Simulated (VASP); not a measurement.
Set up this calculation in VASP 6.6.1, as the native input.

| Property | Result |
| --- | --- |
| Task | single point |
| Functional | LDA |
| Potentials or basis | VASP PAW LDA potentials, release 64 (Si, W_sv) |
| Cutoff | 520 eV |
| k mesh | 9 × 9 × 6 |
| Occupations | gaussian, width 0.03 eV |
| Spin | no spin polarisation |
| Dipole correction | no |
| Further INCAR settings | ALGO = Normal; EDIFF = 1e-06; NBANDS = 43 |

The structure of Si2W lies in POSCAR:

```
Si2W
1.0
    4.4362922824      0.0000000000      0.0000000000
   -2.2181461412      3.8419418152      0.0000000000
    0.0000000000      0.0000000000      6.9126306345
Si W
6 3
Direct
    0.8149755729      0.6299511459      0.5000000000
    0.1850244271      0.8149755729      0.8333333333
    0.6299511459      0.8149755729      0.1666666667
    0.1850244271      0.3700488541      0.5000000000
    0.8149755729      0.1850244271      0.8333333333
    0.3700488541      0.1850244271      0.1666666667
    0.0000000000      0.5000000000      0.1666666667
    0.5000000000      0.5000000000      0.8333333333
    0.5000000000      0.0000000000      0.5000000000
```

This cell differs from its parent crystal: atoms shifted along a free coordinate, c/a of the conventional cell at fixed volume 1.5582.

One way to write it, as run:

INCAR

```
SYSTEM = Si2W
PREC = Accurate
ENCUT = 520
EDIFF = 1E-6
ISMEAR = 0
SIGMA = 0.03
LREAL = .False.
LASPH = .True.
NELM = 80
ALGO = Normal
ISIF = 2
LWAVE = .False.
LCHARG = .False.
NBANDS = 43
```

KPOINTS

```
Automatic mesh
0
Gamma
  9 9 6
  0 0 0
```

Potentials or basis: VASP PAW LDA potentials, release 64 (Si, W_sv).

Command:

```sh
$ cat potpaw_LDA.64/Si/POTCAR potpaw_LDA.64/W_sv/POTCAR > POTCAR
$ mpirun -np 1 vasp_std > vasp.out
```

Results of the run:

The pressure is 6.7 GPa. The largest force is 2.915 eV/Å and the band gap on the k mesh is 0.27 eV (least direct gap 0.87 eV).

Caveat: the stress differs along the axes, from -8 to 14 GPa; spin-orbit coupling is left out, which moves the levels of the heavy elements; forces of over 1 eV/Å act on the atoms, so gaps and moduli don't describe the material at rest.

It took 3.5 min on 1 thread of Intel(R) Xeon(R) Platinum 8488C (Sapphire Rapids) (shared host), peak memory 0.32 GiB.
